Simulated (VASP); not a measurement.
Runs of VASP 6.6.1 on W. The structure is that of space group Im-3m (No. 229), or close to it. The cells are those of the table. 

| task | cell | k mesh | cutoff (eV) | gap on the mesh (eV) | pressure (GPa) |
| --- | --- | --- | --- | --- | --- |
| single point | a = 2.873 Å, angles 109.5°, 1 atom | 23 × 23 × 23 | 520 | none | -26.3 |
| single point | a = 2.766 Å, angles 109.5°, 1 atom | 14 × 14 × 14 | 520 | none | (a) |
| single point | a = 2.838 Å, angles 109.5°, 1 atom | 23 × 23 × 23 | 520 | none | -19.3 |
| single point | a = 2.802 Å, angles 109.5°, 1 atom | 23 × 23 × 23 | 520 | none | -10.6 |
| single point | a = 2.651 Å, angles 109.5°, 1 atom | 23 × 23 × 23 | 520 | none | (b) |
| single point | a = 2.766 Å, angles 109.5°, 1 atom | 7 × 7 × 7 | 520 | none | (c) |
| single point | a = 2.766 Å, angles 109.5°, 1 atom | 23 × 23 × 23 | 520 | none | 0.2 |
| single point | a = 2.690 Å, angles 109.5°, 1 atom | 23 × 23 × 23 | 520 | none | 29.8 |
| relaxation of cell and atoms | relaxed from a = 2.741 Å, angles 109.5°, 1 atom | 14 × 14 × 14 | 600 | none | 0.0 |
| single point | a = 2.729 Å, angles 109.5°, 1 atom | 23 × 23 × 23 | 520 | none | 13.5 |

Alike in all rows: level revPBE; potentials or basis VASP PAW PBE potentials, release 64 (W_sv); no spin polarisation; smearing fermi-dirac 0.1 eV.

Task: Fill in the values left out.

Result: (a) 0.4; (b) 50.0; (c) 1.2.

Caveats: some runs use coarse meshes; the PAW data sets were made with another functional, which shifts forces and pressure a little; spin-orbit coupling is left out, which moves the levels of the heavy elements.

A k mesh can miss the band edges, and the runs leave out spin-orbit coupling on W.

A gap of «none» marks levels without a gap at the run's occupations.
